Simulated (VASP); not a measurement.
# InSe2 (P4_2/nmc) in VASP: single point with r2SCAN

Aim: the single point of InSe2 with r2SCAN.

All numbers are computed with VASP 6.6.1; they aren't measurements. Logs are shortened: lines on timing, memory, paths and dates and some standing lists are left out, and cuts for length are marked.

**1. The cell of the first run**

It takes space group P4_2/nmc (No. 137, tetragonal). The conventional cell has a = 4.717 Å, b = 4.717 Å, c = 6.790 Å, α = 90.00°, β = 90.00°, γ = 90.00°. Within 3.6 Å of In (site symmetry -4m2) lie 8 Se at 2.73 to 3.10 Å. Se (site symmetry 2mm) has 4 In at 2.73 to 3.10 Å and 6 Se at 3.40 Å within 3.6 Å.

**2. Single point, r2SCAN**

The input, POSCAR:

```
InSe2
1.0
    4.7168539708      0.0000000000      0.0000000000
    0.0000000000      4.7168539708      0.0000000000
    0.0000000000      0.0000000000      6.7904543831
In Se
2 4
Direct
    0.0000000000      0.0000000000      0.0000000000
    0.5000000000      0.5000000000      0.5000000000
    0.0000000000      0.5000000000      0.2030000000
    0.0000000000      0.5000000000      0.7030000000
    0.5000000000      0.0000000000      0.2970000000
    0.5000000000      0.0000000000      0.7970000000
```

The input, INCAR.step1:

```
SYSTEM = InSe2
ALGO = Normal ; EDIFF = 1E-4
ENCUT = 520 ; GGA = PE
ISMEAR = 0 ; LASPH = .TRUE.
LCHARG = .FALSE. ; LREAL = .FALSE.
LWAVE = .TRUE. ; NBANDS = 34
NELM = 60 ; PREC = Accurate
SIGMA = 0.1
```

The input, INCAR.step2:

```
SYSTEM = InSe2
ALGO = Normal ; EDIFF = 1E-7
ENCUT = 520 ; ISIF = 2
ISMEAR = 0 ; ISTART = 1
LASPH = .TRUE. ; LCHARG = .FALSE.
LMIXTAU = .TRUE. ; LREAL = .FALSE.
LWAVE = .FALSE. ; METAGGA = R2SCAN
NBANDS = 34 ; NELM = 60
PREC = Accurate ; SIGMA = 0.1
```

The input, KPOINTS:

```
k-points
0
G
  4 4 4
  0 0 0
```

Potentials or basis: VASP PAW PBE potentials, release 64 (In_d, Se).

Launch:

```bash
> cat potpaw_PBE.64/In_d/POTCAR potpaw_PBE.64/Se/POTCAR > POTCAR
> cp INCAR.step1 INCAR
> mpirun -np 1 vasp_std > vasp.out
> cp INCAR.step2 INCAR
> mpirun -np 1 vasp_std > vasp.out
```

OUTCAR:

```text
SYSTEM = InSe2
   EDIFF = 1E-7
   ENCUT = 520
   ISIF = 2
   ISMEAR = 0
   ISTART = 1
   LASPH = .TRUE.
   LREAL = .FALSE.
   METAGGA = R2SCAN
   NELM = 60
   PREC = Accurate

 ion  position               nearest neighbor table
   1  0.000  0.000  0.000-   3 2.73   6 2.73   3 2.73   6 2.73   5 3.10   4 3.10   5 3.10   4 3.10

   2  0.500  0.500  0.500-   4 2.73   5 2.73   5 2.73   4 2.73   3 3.10   6 3.10   3 3.10   6 3.10

   3  0.000  0.500  0.203-   1 2.73   1 2.73   2 3.10   2 3.10
   4  0.000  0.500  0.703-   2 2.73   2 2.73   1 3.10   1 3.10
   5  0.500  0.000  0.297-   2 2.73   2 2.73   1 3.10   1 3.10
   6  0.500  0.000  0.797-   1 2.73   1 2.73   2 3.10   2 3.10

  LATTYP: Found a simple tetragonal cell.
 ALAT       =     4.7168539708
 C/A-ratio  =     1.4396151386

  Lattice vectors:

 A1 = (   4.7168539708,   0.0000000000,   0.0000000000)
 A2 = (   0.0000000000,   4.7168539708,   0.0000000000)
 A3 = (   0.0000000000,   0.0000000000,   6.7904543831)

Analysis of symmetry for initial positions (statically):
=====================================================================
 Subroutine PRICEL returns:
 Original cell was already a primitive cell.

 Routine SETGRP: Setting up the symmetry group for a
 simple tetragonal supercell.

 Subroutine GETGRP returns: Found 16 space group operations
 (whereof  8 operations were pure point group operations)
 out of a pool of 16 trial point group operations.

The static configuration has the point symmetry D_2d.
 The point group associated with its full space group is D_4h.

Analysis of symmetry for dynamics (positions and initial velocities):
=====================================================================
 Subroutine PRICEL returns:
 Original cell was already a primitive cell.

 Routine SETGRP: Setting up the symmetry group for a
 simple tetragonal supercell.

 Subroutine GETGRP returns: Found 16 space group operations
 (whereof  8 operations were pure point group operations)
 out of a pool of 16 trial point group operations.

The dynamic configuration has the point symmetry D_2d.
 The point group associated with its full space group is D_4h.

 Subroutine INISYM returns: Found 16 space group operations
 (whereof  8 operations are pure point group operations),
 and found     1 'primitive' translations

----------------------------------------------------------------------------------------

                                     Primitive cell
[... 94 lines left out ...]
   EDIFFG = 0.1E-05   stopping-criterion for IOM
   NSW    =      0    number of steps for IOM
   IBRION =     -1    ionic relax: 0-MD 1-quasi-New 2-CG
   NFREE  =      0    steps in history (QN), initial steepest desc. (CG)
   ISIF   =      2    stress and relaxation
   ISYM   =      2    0-nonsym 1-usesym 2-fastsym
   POTIM  = 0.5000    time-step for ionic-motion
   TEBEG  =    0.0;   TEEND  =   0.0 temperature during run
   PSTRESS=    0.0 pullay stress
   NELECT =      50.0000    total number of electrons
   NUPDOWN=      -1.0000    fix difference up-down
   EMIN   =  10.00;   EMAX   =-10.00  energy-range for DOS
   EFERMI =   0.00;   METHOD = LEGACY
   ISMEAR =     0;   SIGMA  =   0.10  broadening in eV -4-tet -1-fermi 0-gaus
   EFERMI_NEDOS =   21; number of points for ismear=-14 and -15
   IALGO  =     38    algorithm
   IMIX   =      4    mixing-type and parameters
     AMIX     =   0.40;   BMIX     =  1.00
     AMIX_MAG =   1.60;   BMIX_MAG =  1.00
  volume/ion in A,a.u.               =      25.18       169.92
  Fermi-wavevector in a.u.,A,eV,Ry     =   1.132392  2.139911 17.446920  1.282312
  Thomas-Fermi vector in A             =   2.269093
   LORBIT       =      0    0 simple, 1 ext, 2 COOP (PROOUT), +10 PAW based schemes
   METAGGA = R2SCAN    functional components
   LHFCALC =     F    Hartree Fock is set to
   AEXX    =    0.0000 exact exchange contribution
   IVDW    =     0    specifies the selected vdW correction
   LEPSILON=     F    determine dielectric tensor
   LRPA    =     F    only Hartree local field effects (RPA)
 non-spin polarized calculation
 Gauss-broadening in eV      SIGMA  =   0.10
  energy-cutoff  :      520.00
  volume of cell :      151.08
 maximum number of plane-waves:      4104
 NGX is ok and might be reduce to    36
   NGX = 17   NGY = 17   NGZ = 25

 number of electron      50.0000007 magnetization

 Free energy of the ion-electron system (eV)
  ---------------------------------------------------
  ext. energy  EPLUGINS =         0.00000000
  ---------------------------------------------------
  free energy    TOTEN  =      -103.05149103 eV

  energy without entropy =     -103.02521384  energy(sigma->0) =     -103.03835244

 E-fermi :   4.1206     XC(G=0): -10.1088

 val. band max:        4.1072102271   @ k =   0.2500   0.2500   0.0000
 cond. band min:       4.1609468260   @ k =   0.5000   0.5000   0.5000
 fundamental gap:      0.0537365990
 Fermi energy:         4.1206110440

 k-point     1 :       0.0000    0.0000    0.0000
  band No.  band energies     occupation
      1     -11.0329      2.00000
      2     -10.8719      2.00000
      3     -10.7855      2.00000
      4     -10.7855      2.00000
      5     -10.7463      2.00000
      6     -10.7463      2.00000
[... 655 lines left out ...]
     33      10.9947      0.00000
     34      10.9947      0.00000

------------------------ aborting loop because EDIFF is reached ----------------------------------------

  FORCE on cell =-STRESS in cart. coord.  units (eV):
  Direction    XX          YY          ZZ          XY          YZ          ZX
  --------------------------------------------------------------------------------------
  -------------------------------------------------------------------------------------
  Total        0.6077895      0.6077895      1.8455164      0.0000000      0.0000000      0.0000000
  in kB        6.4455509      6.4455509     19.5715303      0.0000000      0.0000000      0.0000000
  external PRESSURE =      10.8208774 kB  Pullay stress =       0.0000000 kB

 VOLUME and BASIS-vectors are now :
 -----------------------------------------------------------------------------
  energy-cutoff  :      520.00
  volume of cell :      151.08
      direct lattice vectors                 reciprocal lattice vectors
     4.716853971  0.000000000  0.000000000     0.212005715  0.000000000  0.000000000
     0.000000000  4.716853971  0.000000000     0.000000000  0.212005715  0.000000000
     0.000000000  0.000000000  6.790454383     0.000000000  0.000000000  0.147265550

 POSITION                                       TOTAL-FORCE (eV/Angst)
 -----------------------------------------------------------------------------------
      0.00000      0.00000      0.00000        -0.000000     -0.000000      0.000000
      2.35843      2.35843      3.39523         0.000000      0.000000      0.000000
      0.00000      2.35843      1.37846        -0.000000     -0.000000     -0.354794
      0.00000      2.35843      4.77369        -0.000000     -0.000000     -0.354794
      2.35843      0.00000      2.01676        -0.000000      0.000000      0.354794
      2.35843      0.00000      5.41199        -0.000000     -0.000000      0.354794
 -----------------------------------------------------------------------------------
    total drift:                                0.000000      0.000000      0.000000

  FREE ENERGIE OF THE ION-ELECTRON SYSTEM (eV)
  ---------------------------------------------------
  free  energy   TOTEN  =      -103.0514910337 eV

  energy  without entropy=     -103.0252138407  energy(sigma->0) =     -103.03835244
```

OSZICAR.step1:

```text
N       E                     dE             d eps       ncg     rms          rms(c)
DAV:   1     0.467390404872E+03    0.46739E+03   -0.21721E+04  1224   0.155E+03
DAV:   2     0.449767174372E+02   -0.42241E+03   -0.40300E+03  1262   0.393E+02
DAV:   3    -0.163560830674E+02   -0.61333E+02   -0.58886E+02  1534   0.153E+02
DAV:   4    -0.196450106262E+02   -0.32889E+01   -0.32227E+01  1478   0.347E+01
DAV:   5    -0.197684578170E+02   -0.12345E+00   -0.12323E+00  1806   0.716E+00    0.723E+00
DAV:   6    -0.193047197302E+02    0.46374E+00   -0.71167E-01  1672   0.182E+01    0.439E+00
DAV:   7    -0.192852231632E+02    0.19497E-01   -0.36711E-01  1870   0.556E+00    0.108E+00
DAV:   8    -0.192828088369E+02    0.24143E-02   -0.65969E-02  1730   0.329E+00    0.400E-01
DAV:   9    -0.192833751424E+02   -0.56631E-03   -0.53662E-03  1828   0.850E-01    0.119E-01
DAV:  10    -0.192834986534E+02   -0.12351E-03   -0.52666E-04  1562   0.141E-01    0.634E-02
DAV:  11    -0.192835868226E+02   -0.88169E-04   -0.15804E-04   998   0.141E-01
   1 F= -.19283587E+02 E0= -.19270731E+02  d E =-.257108E-01
```

Wall time 4.2 min (1 thread of Intel Xeon Platinum 8375C at 2.90GHz (Ice Lake), shared host); peak memory 0.31 GiB.

Results:

- Free energy: -103.0515 eV
- Pressure: 1.1 GPa
- Largest force: 0.355 eV/Å
- Band gap on the k mesh: zero (bands 25 and 26 overlap by 1.95 eV)

Forces on the atoms (eV/Å):
```
In   0.000  0.000  0.000
In   0.000  0.000  0.000
Se   0.000  0.000 -0.355
Se   0.000  0.000 -0.355
Se   0.000  0.000  0.355
Se   0.000  0.000  0.355
```

Caveat: the PAW data sets were made with another functional, which shifts forces and pressure a little; spin-orbit coupling is left out, which moves the levels of the heavy elements.

The gap in the log of VASP goes by the Fermi energy; the results here count the filled bands.